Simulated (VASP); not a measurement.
Write the native input for VASP 6.6.1 that does the following.

| Quantity | Value |
| --- | --- |
| Task | relaxation of shape and atoms at fixed volume |
| Functional | PBE |
| Potentials or basis | VASP PAW PBE potentials, release 64 (Hf_pv) |
| Cutoff | 600 eV |
| k mesh | 16 × 16 × 10 |
| Occupations | gaussian, width 0.05 eV |
| Spin | no spin polarisation |
| Dipole correction | no |
| Further INCAR settings | ALGO = Fast; EDIFF = 1e-07; IBRION = 2; EDIFFG = -0.01; NSW = 60; ISIF = 4 |

The structure of Hf lies in POSCAR:

```
Hf
1.0
    3.1624455826      0.0000000000      0.0000000000
   -1.5812227913      2.7387582126      0.0000000000
    0.0000000000      0.0000000000      4.9970364087
Hf
2
Direct
    0.3333333333      0.6666666667      0.2500000000
    0.6666666667      0.3333333333      0.7500000000
```

The input as run:

INCAR

```
ALGO = Fast
EDIFF = 1E-7
EDIFFG = -0.01
ENCUT = 600
GGA = PE
IBRION = 2
ISIF = 4
ISMEAR = 0
LASPH = T
LCHARG = F
LREAL = F
LWAVE = F
NELM = 80
NSW = 60
PREC = Accurate
SIGMA = 0.05
```

KPOINTS

```
k-points
0
Gamma
  16 16 10
```

Potentials or basis: VASP PAW PBE potentials, release 64 (Hf_pv).

The run is started by

```sh
$ cat potpaw_PBE.64/Hf_pv/POTCAR > POTCAR
$ mpirun -np 1 vasp_std > vasp.out
```

Results of the run:

```yaml
Pressure_after_relaxing: 4.2 GPa
Band_gap_on_the_k_mesh: zero (bands 10 and 11 overlap by 1.54 eV)
```

Caveat: the relaxation stopped at its first step, so nothing moved; spin-orbit coupling is left out, which moves the levels of the heavy elements.

Run time: 3.5 min on 1 thread of Intel Xeon 8259CL (shared host), peak memory 0.27 GiB.
